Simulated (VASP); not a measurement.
# SiC in VASP: further runs, part 2 of 2

VASP 6.6.1. Earlier steps stand in the parts before.

**3. Single point, PBE**

Contents of INCAR:

```
ALGO     = Normal         # electronic algorithm
EDIFF    = 1E-6           # SCF threshold, eV
ENCUT    = 520            # plane-wave cutoff, eV
GGA      = PE             # functional
ISIF     = 2              # what is computed and relaxed
ISMEAR   = 0              # smearing method
LASPH    = T              # aspherical terms in the spheres
LCHARG   = F              # write CHGCAR
LREAL    = F              # projectors in reciprocal space
LWAVE    = F              # write WAVECAR
NBANDS   = 11             # bands
NELM     = 100            # most SCF steps
PREC     = Accurate       # precision mode
SIGMA    = 0.001          # smearing width, eV
```

Contents of KPOINTS:

```
k-points
0
Gamma
  16 16 16
```

Contents of POSCAR:

```
SiC
1.0
    0.0000000000      2.1305200000      2.1740000000
    2.1305200000      0.0000000000      2.1740000000
    2.1305200000      2.1305200000      0.0000000000
Si C
1 1
Direct
    0.0000000000      0.0000000000      0.0000000000
    0.7500000000      0.7500000000      0.7500000000
```

Potentials or basis: VASP PAW PBE potentials, release 64 (Si, C).

Launch:

```sh
$ cat potpaw_PBE.64/Si/POTCAR potpaw_PBE.64/C/POTCAR > POTCAR
$ mpirun -np 1 vasp_std > vasp.out
```

OUTCAR:

```text
EDIFF = 1E-6
   ENCUT = 520
   GGA = PE
   ISIF = 2
   ISMEAR = 0
   LASPH = T
   LREAL = F
   NELM = 100
   PREC = Accurate

 ion  position               nearest neighbor table
   1  0.000  0.000  0.000-   2 1.86   2 1.86   2 1.86   2 1.86
   2  0.750  0.750  0.750-   1 1.86   1 1.86   1 1.86   1 1.86

  LATTYP: Found a body centered tetragonal cell.
 ALAT       =     3.0130102789
 C/A-ratio  =     1.4430750636

  Lattice vectors:

 A1 = (  -2.1305200000,   0.0000000000,   2.1740000000)
 A2 = (   2.1305200000,   0.0000000000,   2.1740000000)
 A3 = (   0.0000000000,   2.1305200000,  -2.1740000000)

Analysis of symmetry for initial positions (statically):
=====================================================================
 Subroutine PRICEL returns:
 Original cell was already a primitive cell.

 Routine SETGRP: Setting up the symmetry group for a
 body centered tetragonal supercell.

 Subroutine GETGRP returns: Found  8 space group operations
 (whereof  8 operations were pure point group operations)
 out of a pool of 16 trial point group operations.

The static configuration has the point symmetry D_2d.
[... 171 lines left out ...]
      2       8.5523      2.00000
      3       8.6958      2.00000
      4       8.6958      2.00000
      5      15.4352      0.00000
      6      16.2768      0.00000
      7      16.2768      0.00000
      8      16.3248      0.00000
      9      23.0971      0.00000
     10      23.7554      0.00000
     11      25.7634      0.00000
[... 309 lines left out ...]
 k-point    24 :      -0.0625    0.0625    0.0000
  band No.  band energies     occupation
      1      -6.9184      2.00000
      2       7.7588      2.00000
      3       8.1400      2.00000
      4       8.6853      2.00000
      5      15.7305      0.00000
      6      16.2675      0.00000
      7      16.4171      0.00000
      8      16.9725      0.00000
      9      22.1880      0.00000
     10      22.7539      0.00000
     11      25.8483      0.00000

 [... further k-points ...]

------------------------ aborting loop because EDIFF is reached ----------------------------------------

  FORCE on cell =-STRESS in cart. coord.  units (eV):
  Direction    XX          YY          ZZ          XY          YZ          ZX
  --------------------------------------------------------------------------------------
  -------------------------------------------------------------------------------------
  Total        2.0497199      2.0497199      1.3775478      0.0000000     -0.0000000     -0.0000000
  in kB      166.3965538    166.3965538    111.8295255      0.0000000     -0.0000000     -0.0000000
  external PRESSURE =     148.2075444 kB  Pullay stress =       0.0000000 kB

 VOLUME and BASIS-vectors are now :
 -----------------------------------------------------------------------------
  energy-cutoff  :      520.00
  volume of cell :       19.74
      direct lattice vectors                 reciprocal lattice vectors
     0.000000000  2.130520000  2.174000000    -0.234684490  0.234684490  0.229990800
     2.130520000  0.000000000  2.174000000     0.234684490 -0.234684490  0.229990800
     2.130520000  2.130520000  0.000000000     0.234684490  0.234684490 -0.229990800

 POSITION                                       TOTAL-FORCE (eV/Angst)
 -----------------------------------------------------------------------------------
      0.00000      0.00000      0.00000         0.000000      0.000000     -0.000000
      3.19578      3.19578      3.26100        -0.000000     -0.000000      0.000000
 -----------------------------------------------------------------------------------
    total drift:                               -0.000000     -0.000000     -0.000000

  FREE ENERGIE OF THE ION-ELECTRON SYSTEM (eV)
  ---------------------------------------------------
  free  energy   TOTEN  =       -15.0005371109 eV

  energy  without entropy=      -15.0005371109  energy(sigma->0) =      -15.00053711
```

stdout:

```text
POSCAR found type information on POSCAR SiC
 POSCAR found :  2 types and       2 ions
 scaLAPACK will be used
 LDA part: xc-table for (Slater+PW92), standard interpolation
 POSCAR, INCAR and KPOINTS ok, starting setup
 FFT: planning ... GRIDC
 FFT: planning ... GRID_SOFT
 FFT: planning ... GRID
 WAVECAR not read
 entering main loop
```

It took 39 s on 1 thread of Intel Xeon Platinum 8259CL at 2.50GHz (Skylake/Cascade Lake), shared host; peak memory 0.19 GiB.

Results:

```
Free energy            : -15.0005 eV
Pressure               : 14.8 GPa
Band gap on the k mesh : 1.20 eV, indirect (least direct gap 4.57 eV)
```

A k mesh can miss the band edges. PBE gaps usually lie below the measured ones, often by a third to a half.

**4. Single point, PBE (volume scaled by 0.95)**

Contents of INCAR:

```
ALGO     = Normal         # electronic algorithm
EDIFF    = 1E-6           # SCF threshold, eV
ENCUT    = 520            # plane-wave cutoff, eV
GGA      = PE             # functional
ISIF     = 2              # what is computed and relaxed
ISMEAR   = -1             # smearing method
LASPH    = T              # aspherical terms in the spheres
LCHARG   = T              # write CHGCAR
LELF     = T              # ELF
LREAL    = F              # projectors in reciprocal space
LVHAR    = T            
LWAVE    = F              # write WAVECAR
NBANDS   = 11             # bands
NELM     = 60             # most SCF steps
PREC     = Accurate       # precision mode
SIGMA    = 0.05           # smearing width, eV
```

KPOINTS is that of step 3.

Contents of POSCAR:

```
SiC
1.0
    0.0000000000      2.1371454226      2.1371454226
    2.1371454226      0.0000000000      2.1371454226
    2.1371454226      2.1371454226      0.0000000000
Si C
1 1
Direct
    0.0000000000      0.0000000000      0.0000000000
    0.7500000000      0.7500000000      0.7500000000
```

Launch:

```sh
$ cat potpaw_PBE.64/Si/POTCAR potpaw_PBE.64/C/POTCAR > POTCAR
$ mpirun -np 1 vasp_std > vasp.out
```

Wall time 9.7 s (1 thread of Intel Xeon Platinum 8559C (Emerald Rapids), shared host); peak memory 0.15 GiB.

Results (log left out):

```
Free energy            : -14.9831 eV
Pressure               : 17.8 GPa
Band gap on the k mesh : 1.30 eV, indirect (least direct gap 4.60 eV)
```

Levels at points of the mesh, in eV from the valence-band top:
```tsv
k point	band 1	band 2	band 3	band 4	band 5	band 6	band 7	band 8	band 9
(0.00, 0.00, 0.00)	-15.87	0.00	0.00	0.00	6.92	7.72	7.72	7.72	14.85
(0.50, 0.00, 0.00)	-12.08	-8.86	-1.06	-1.06	5.97	7.47	7.47	10.38	16.93
(0.50, 0.50, 0.00)	-10.57	-7.98	-3.30	-3.30	1.30	4.53	14.72	14.72	15.59
```

 A k mesh can miss the band edges.

**5. Summary**

| cell | smearing | gap on the mesh (eV) | pressure (GPa) |
| --- | --- | --- | --- |
| a = 3.044, b = 3.044, c = 3.013 Å, angles 60.3, 60.3, 59.3°, 2 atoms | fermi-dirac 0.05 eV | 1.20 | 14.8 |
| a = 3.044, b = 3.044, c = 3.013 Å, angles 60.3, 60.3, 59.3°, 2 atoms | gaussian 0.001 eV | 1.20 | 14.8 |
| a = 3.022 Å, angles 60.0°, 2 atoms | fermi-dirac 0.05 eV | 1.30 | 17.8 |

Alike in all rows: task single point; level PBE; potentials or basis VASP PAW PBE potentials, release 64 (Si, C); no spin polarisation; k mesh 16 × 16 × 16; cutoff (eV) 520.

Total energies depend on the potentials used, so only differences within one code and one set of settings carry meaning.
